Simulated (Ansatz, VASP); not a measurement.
GaP in VASP and in Ansatz

```xyz
2
Lattice="0.0000 2.7805 2.7299 2.7805 0.0000 2.7299 2.7805 2.7805 0.0000" Properties=species:S:1:pos:R:3 pbc="T T T"
Ga    0.0000    0.0000    0.0000
P     1.3903    1.3903    1.3650
```

Alike in both runs: task single point; functional PBE; k mesh 8 × 8 × 8; no spin polarisation.

|  | VASP | Ansatz |
| --- | --- | --- |
| version | VASP 6.6.1 | Ansatz 0.2.0 |
| potentials or method | VASP PAW PBE potentials, release 64 (Ga_d, P), cutoff 500 eV | scalar-relativistic, plane waves, PAW |
| occupations | gaussian, width 0.01 eV | fixed |
| valence electrons in the cell | 18 | 18 |

```tsv
	VASP	Ansatz	Ansatz less VASP
gap on the k mesh at the Fermi level (eV)	1.42	1.42	+0.003
least direct gap on the mesh (eV)	1.42	1.42	+0.003
```
